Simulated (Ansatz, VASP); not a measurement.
**Cs: VASP beside Ansatz**

```
Cs
1.0
     0.00000    3.94834    3.94834
     3.94834    0.00000    3.94834
     3.94834    3.94834    0.00000
Cs
1
Direct
  0.00000 0.00000 0.00000
```

Alike in both runs: functional HSE06; k mesh 4 × 4 × 4; occupations fermi-dirac, width 0.05 eV; no spin polarisation.

|  | VASP | Ansatz |
| --- | --- | --- |
| version | VASP 6.6.1 | Ansatz 0.2.0 |
| potentials or method | VASP PAW PBE potentials, release 64 (Cs_sv) | Ansatz PAW |
| plane-wave cutoff (eV) | 520 | 420 |
| valence electrons in the cell | 9 | 9 |
| task | single point | projected density of states |

|  | VASP | Ansatz | Ansatz less VASP |
| --- | --- | --- | --- |
| gap on the k mesh at the Fermi level (eV) | none | none | - |
| pressure (GPa) | 0.0 | 0.0 | +0.02 |

A gap of «none» marks a metal or a gap that the smearing closes.

Spin-orbit coupling is off throughout.
